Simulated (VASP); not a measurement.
Write the native input for VASP 6.6.1 that does the following.

```
Task                   : single point
Functional             : RPBE
Potentials or basis    : VASP PAW PBE potentials, release 64 (Na_pv)
Cutoff                 : 500 eV
k mesh                 : 12 × 12 × 12
Occupations            : fermi-dirac, width 0.1 eV
Spin                   : no spin polarisation
Dipole correction      : no
Further INCAR settings : ALGO = Normal; EDIFF = 1e-06; NBANDS = 14
```

The structure of Na lies in POSCAR:

```
Na
1.0
    0.0000000000      3.8838563201      3.8838563201
    3.8838563201      0.0000000000      3.8838563201
    3.8838563201      3.8838563201      0.0000000000
Na
2
Direct
    0.1250000000      0.1250000000      0.1250000000
    0.8750000000      0.8750000000      0.8750000000
```

This isn't the form of Na at room conditions, which is bcc.

The input as run:

INCAR

```
SYSTEM = Na
PREC = Accurate ; ENCUT = 500
EDIFF = 1E-6 ; ISMEAR = -1
SIGMA = 0.1 ; LREAL = .False.
LASPH = .True. ; NELM = 120
ALGO = Normal ; ISIF = 2
LWAVE = .False. ; LCHARG = .True.
GGA = RP ; LELF = .True.
LVHAR = .True. ; NBANDS = 14
GGA_COMPAT = .False.
```

KPOINTS

```
regular mesh
0
Gamma
  12 12 12
  0 0 0
```

Potentials or basis: VASP PAW PBE potentials, release 64 (Na_pv).

The run is started by

```bash
$ cat potpaw_PBE.64/Na_pv/POTCAR > POTCAR
$ mpirun -np 1 vasp_std > vasp.out
```

Results of the run:

The pressure is 0.0 GPa and the band gap on the k mesh is zero (bands 7 and 8 overlap by 0.66 eV).

Caveat: the PAW data sets were made with another functional, which shifts forces and pressure a little.

Wall time 2.1 min on 1 thread of Intel Xeon 8259CL, with other jobs on the host, peak memory 0.27 GiB.
